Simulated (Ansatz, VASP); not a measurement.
Two plane-wave programs on Pt

```
Pt
1.0
     0.00000    1.96071    1.96071
     1.96071    0.00000    1.96071
     1.96071    1.96071    0.00000
Pt
1
Direct
  0.00000 0.00000 0.00000
```

Alike in both runs: functional PBEsol; k mesh 16 × 16 × 16; occupations fermi-dirac, width 0.15 eV; no spin polarisation.

Ansatz relaxed the structure, and its values are those at the end. VASP's run is a single point on that final structure, the one shown.

|  | VASP | Ansatz |
| --- | --- | --- |
| version | VASP 6.6.1 | Ansatz 0.2.0 |
| potentials or method | VASP PAW PBE potentials, release 64 (Pt), cutoff 520 eV | scalar-relativistic, plane waves, PAW |
| valence electrons in the cell | 10 | 18 |

VASP gave:

- gap on the k mesh at the Fermi level (eV): none
- pressure (GPa): -0.4

Task: Estimate Ansatz's values.

Result: gap on the k mesh at the Fermi level (eV): none; pressure (GPa): 0.0.

VASP's potentials were made for PBE, not for PBEsol, and Ansatz warns of the same on its side. A gap of «none» marks a metal or a gap that the smearing closes. With one functional, cell and mesh, what is left measures potentials, basis and numerics. VASP's potentials hold 10 valence electrons a cell and Ansatz's 18, so a difference there can come from the potentials and not from the codes.

Spin-orbit coupling is off throughout.
